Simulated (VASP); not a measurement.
# Cs2RbCl3 (R-3m) in VASP: single point with r2SCAN+rVV10

Aim: the single point of Cs2RbCl3 with r2SCAN+rVV10.

All numbers are computed with VASP 6.6.1; they aren't measurements. Logs are shortened: lines on timing, memory, paths and dates and some standing lists are left out, and cuts for length are marked.

## (1) The cell of the first run

It takes space group R-3m (No. 166, trigonal). Conventional cell: a = 8.075 Å, b = 8.075 Å, c = 12.845 Å, α = 90.00°, β = 90.00°, γ = 120.00°. Cs (site symmetry 3m) has 9 Cl at 3.30 to 4.48 Å and 4 Cs at 3.90 to 4.68 Å and 4 Rb at 4.47 to 4.67 Å within 4.7 Å. Within 4.2 Å of Rb (site symmetry -3m) lie 6 Cl at 3.16 Å. Within 4.2 Å of Cl (site symmetry 2/m) lie 2 Rb at 3.16 Å and 2 Cs at 3.30 Å and 4 Cl at 4.04 Å.

## (2) Single point, r2SCAN+rVV10

POSCAR reads:

```
Cs2RbCl3
1.0
    4.0373691177      2.3309761469      4.2815746471
   -4.0373691177      2.3309761469      4.2815746471
    0.0000000000     -4.6619522938      4.2815746471
Cs Rb Cl
2 1 3
Direct
    0.1519296499      0.1519296499      0.1519296499
    0.8480703501      0.8480703501      0.8480703501
    0.5000000000      0.5000000000      0.5000000000
    0.5000000000      0.5000000000      0.0000000000
    0.5000000000      0.0000000000      0.5000000000
    0.0000000000      0.5000000000      0.5000000000
```

INCAR.step1 reads:

```
SYSTEM = Cs2RbCl3
PREC = Accurate
ENCUT = 520
ISMEAR = -1
SIGMA = 0.03
LREAL = .FALSE.
LASPH = .TRUE.
NELM = 60
NBANDS = 33
GGA = PE
ALGO = Normal
EDIFF = 1E-4
LWAVE = .TRUE.
LCHARG = .FALSE.
```

INCAR.step2 reads:

```
SYSTEM = Cs2RbCl3
PREC = Accurate
ENCUT = 520
EDIFF = 1E-6
ISMEAR = -1
SIGMA = 0.03
LREAL = .FALSE.
LASPH = .TRUE.
NELM = 60
ALGO = Normal
ISIF = 2
LWAVE = .FALSE.
LCHARG = .FALSE.
METAGGA = R2SCAN
LMIXTAU = .TRUE.
LUSE_VDW = .TRUE.
IVDW_NL = 2
BPARAM = 11.95
CPARAM = 0.0093
NBANDS = 33
ISTART = 1
```

KPOINTS reads:

```
Automatic mesh
0
G
  6 6 6
  0 0 0
```

Potentials or basis: VASP PAW PBE potentials, release 64 (Cs_sv, Rb_sv, Cl).

Launch:

```console
> cat potpaw_PBE.64/Cs_sv/POTCAR potpaw_PBE.64/Rb_sv/POTCAR potpaw_PBE.64/Cl/POTCAR > POTCAR
> cp INCAR.step1 INCAR
> mpirun -np 1 vasp_std > vasp.out
> cp INCAR.step2 INCAR
> mpirun -np 1 vasp_std > vasp.out
```

OUTCAR:

```text
SYSTEM = Cs2RbCl3
   PREC = Accurate
   ENCUT = 520
   EDIFF = 1E-6
   ISMEAR = -1
   LREAL = .FALSE.
   LASPH = .TRUE.
   NELM = 60
   ISIF = 2
   METAGGA = R2SCAN
   IVDW_NL = 2
   BPARAM = 11.95
   ISTART = 1

 ion  position               nearest neighbor table
   1  0.152  0.152  0.152-   3 4.47
   2  0.848  0.848  0.848-   3 4.47
   3  0.500  0.500  0.500-   4 3.16   4 3.16   6 3.16   5 3.16   5 3.16   6 3.16   1 4.47   2 4.47

   4  0.500  0.500  0.000-   3 3.16   3 3.16
   5  0.500  0.000  0.500-   3 3.16   3 3.16
   6  0.000  0.500  0.500-   3 3.16   3 3.16

  LATTYP: Found a trigonal (rhomboedric) cell.
 ALAT       =     6.3297457017
 COS(alpha) =     0.1863186084

  Lattice vectors:

 A1 = (   4.0373691177,   2.3309761469,   4.2815746471)
 A2 = (  -4.0373691177,   2.3309761469,   4.2815746471)
 A3 = (   0.0000000000,  -4.6619522938,   4.2815746471)

Analysis of symmetry for initial positions (statically):
=====================================================================
 Subroutine PRICEL returns:
 Original cell was already a primitive cell.

 Routine SETGRP: Setting up the symmetry group for a
 trigonal (rhombohedral) supercell.

 Subroutine GETGRP returns: Found 12 space group operations
 (whereof 12 operations were pure point group operations)
 out of a pool of 12 trial point group operations.

The static configuration has the point symmetry D_3d.

Analysis of symmetry for dynamics (positions and initial velocities):
=====================================================================
 Subroutine PRICEL returns:
 Original cell was already a primitive cell.

 Routine SETGRP: Setting up the symmetry group for a
 trigonal (rhombohedral) supercell.

 Subroutine GETGRP returns: Found 12 space group operations
 (whereof 12 operations were pure point group operations)
 out of a pool of 12 trial point group operations.

The dynamic configuration has the point symmetry D_3d.

 Subroutine INISYM returns: Found 12 space group operations
 (whereof 12 operations are pure point group operations),
 and found     1 'primitive' translations

----------------------------------------------------------------------------------------

                                     Primitive cell

  volume of cell :     241.7637

  direct lattice vectors                    reciprocal lattice vectors
     4.037369118  2.330976147  4.281574647     0.123843024  0.071500803  0.077852977
[... 98 lines left out ...]
   IBRION =     -1    ionic relax: 0-MD 1-quasi-New 2-CG
   NFREE  =      0    steps in history (QN), initial steepest desc. (CG)
   ISIF   =      2    stress and relaxation
   ISYM   =      2    0-nonsym 1-usesym 2-fastsym
   POTIM  = 0.5000    time-step for ionic-motion
   TEBEG  =    0.0;   TEEND  =   0.0 temperature during run
   PSTRESS=    0.0 pullay stress
   NELECT =      48.0000    total number of electrons
   NUPDOWN=      -1.0000    fix difference up-down
   EMIN   =  10.00;   EMAX   =-10.00  energy-range for DOS
   EFERMI =   0.00;   METHOD = LEGACY
   ISMEAR =    -1;   SIGMA  =   0.03  broadening in eV -4-tet -1-fermi 0-gaus
   EFERMI_NEDOS =   21; number of points for ismear=-14 and -15
   IALGO  =     38    algorithm
   IMIX   =      4    mixing-type and parameters
     AMIX     =   0.40;   BMIX     =  1.00
     AMIX_MAG =   1.60;   BMIX_MAG =  1.00
  volume/ion in A,a.u.               =      40.29       271.92
  Fermi-wavevector in a.u.,A,eV,Ry     =   0.955047  1.804778 12.410083  0.912115
  Thomas-Fermi vector in A             =   2.083849
   LORBIT       =      0    0 simple, 1 ext, 2 COOP (PROOUT), +10 PAW based schemes
   METAGGA = R2SCAN    functional components
   LHFCALC =     F    Hartree Fock is set to
   AEXX    =    0.0000 exact exchange contribution
   IVDW_NL    =     2    kernel type
   BPARAM     =11.9500
   IVDW    =     0    specifies the selected vdW correction
   LEPSILON=     F    determine dielectric tensor
   LRPA    =     F    only Hartree local field effects (RPA)
 non-spin polarized calculation
  energy-cutoff  :      520.00
  volume of cell :      241.76
 maximum number of plane-waves:      6540
   NGX = 23   NGY = 23   NGZ = 23

 number of electron      48.0000004 magnetization

 Free energy of the ion-electron system (eV)
  ---------------------------------------------------
  ext. energy  EPLUGINS =         0.00000000
  ---------------------------------------------------
  free energy    TOTEN  =       -92.76575982 eV

  energy without entropy =      -92.76575982  energy(sigma->0) =      -92.76575982

 E-fermi :  -0.7975     XC(G=0):  -7.7575

 val. band max:       -1.4808986509   @ k =   0.0000   0.0000   0.0000
 cond. band min:       3.0562409310   @ k =   0.0000   0.0000   0.0000
 fundamental gap:      4.5371395819
 Fermi energy:        -0.7975189191

 k-point     1 :       0.0000    0.0000    0.0000
  band No.  band energies     occupation
      1     -26.0599      2.00000
      2     -21.9577      2.00000
      3     -21.8590      2.00000
      4     -14.3453      2.00000
      5     -14.2376      2.00000
      6     -14.2376      2.00000
[... 853 lines left out ...]
     32       6.3890      0.00000
     33       7.1973      0.00000

 [... further k-points ...]

------------------------ aborting loop because EDIFF is reached ----------------------------------------

  FORCE on cell =-STRESS in cart. coord.  units (eV):
  Direction    XX          YY          ZZ          XY          YZ          ZX
  --------------------------------------------------------------------------------------
  -------------------------------------------------------------------------------------
  Total        0.0614567      0.0614567      0.1527860      0.0000000     -0.0000000      0.0000000
  in kB        0.4072760      0.4072760      1.0125189      0.0000000     -0.0000000      0.0000000
  external PRESSURE =       0.6090236 kB  Pullay stress =       0.0000000 kB

 VOLUME and BASIS-vectors are now :
 -----------------------------------------------------------------------------
  energy-cutoff  :      520.00
  volume of cell :      241.76
      direct lattice vectors                 reciprocal lattice vectors
     4.037369118  2.330976147  4.281574647     0.123843024  0.071500803  0.077852977
    -4.037369118  2.330976147  4.281574647    -0.123843024  0.071500803  0.077852977
     0.000000000 -4.661952294  4.281574647     0.000000000 -0.143001606  0.077852977

 POSITION                                       TOTAL-FORCE (eV/Angst)
 -----------------------------------------------------------------------------------
      0.00000      0.00000      1.95149        -0.000000      0.000000     -0.021499
      0.00000      0.00000     10.89323        -0.000000     -0.000000      0.021499
      0.00000      0.00000      6.42236         0.000000      0.000000      0.000000
      0.00000      2.33098      4.28157        -0.000000      0.000000     -0.000000
      2.01868     -1.16549      4.28157        -0.000000      0.000000      0.000000
     -2.01868     -1.16549      4.28157        -0.000000      0.000000     -0.000000
 -----------------------------------------------------------------------------------
    total drift:                                0.000000      0.000000     -0.000000

  FREE ENERGIE OF THE ION-ELECTRON SYSTEM (eV)
  ---------------------------------------------------
  free  energy   TOTEN  =       -92.7657598205 eV

  energy  without entropy=      -92.7657598205  energy(sigma->0) =      -92.76575982
```

OUTCAR.step1:

```text
SYSTEM = Cs2RbCl3
   PREC = Accurate
   ENCUT = 520
   ISMEAR = -1
   LREAL = .FALSE.
   LASPH = .TRUE.
[... 1101 lines left out ...]
      0.00000      2.33098      4.28157        -0.000000     -0.000000      0.000000
      2.01868     -1.16549      4.28157         0.000000      0.000000      0.000000
     -2.01868     -1.16549      4.28157         0.000000      0.000000     -0.000000
 -----------------------------------------------------------------------------------
    total drift:                                0.000000      0.000000     -0.000000

  FREE ENERGIE OF THE ION-ELECTRON SYSTEM (eV)
  ---------------------------------------------------
  free  energy   TOTEN  =       -18.9953872877 eV

  energy  without entropy=      -18.9953872877  energy(sigma->0) =      -18.99538729
```

OSZICAR.step1:

```text
N       E                     dE             d eps       ncg     rms          rms(c)
DAV:   1     0.353043572403E+03    0.35304E+03   -0.19797E+04  2112   0.121E+03
DAV:   2     0.153621431133E+02   -0.33768E+03   -0.32389E+03  2903   0.229E+02
DAV:   3    -0.198101377445E+02   -0.35172E+02   -0.35037E+02  2974   0.820E+01
DAV:   4    -0.206016974497E+02   -0.79156E+00   -0.79057E+00  2959   0.121E+01
DAV:   5    -0.206265356969E+02   -0.24838E-01   -0.24835E-01  3159   0.160E+00    0.540E+00
DAV:   6    -0.192037308585E+02    0.14228E+01   -0.24981E+00  2483   0.554E+00    0.414E+00
DAV:   7    -0.190012632886E+02    0.20247E+00   -0.92334E-01  2902   0.325E+00    0.246E+00
DAV:   8    -0.189973947535E+02    0.38685E-02   -0.10674E-01  2596   0.151E+00    0.453E-01
DAV:   9    -0.189951468119E+02    0.22479E-02   -0.47089E-02  2685   0.765E-01    0.259E-01
DAV:  10    -0.189953424643E+02   -0.19565E-03   -0.88140E-03  2491   0.410E-01    0.624E-02
DAV:  11    -0.189953872877E+02   -0.44823E-04   -0.48795E-04  2687   0.104E-01
   1 F= -.18995387E+02 E0= -.18995387E+02  d E =-.206666E-11
```

Run time: 23 min. Hardware: 1 thread of Intel Xeon 8259CL, shared host; peak memory 0.9 GiB.

What came out:

```
Free energy            : -92.7658 eV
Pressure               : 0.1 GPa
Largest force          : 0.021 eV/Å
Band gap on the k mesh : 4.54 eV
```

Forces in eV/Å, atoms in the order of the input:
```
Cs   0.000  0.000 -0.021
Cs   0.000  0.000  0.021
Rb   0.000  0.000  0.000
Cl   0.000  0.000  0.000
Cl   0.000  0.000  0.000
Cl   0.000  0.000  0.000
```

Caveat: the PAW data sets were made with another functional, which shifts forces and pressure a little; spin-orbit coupling is left out, which moves the levels of the heavy elements.
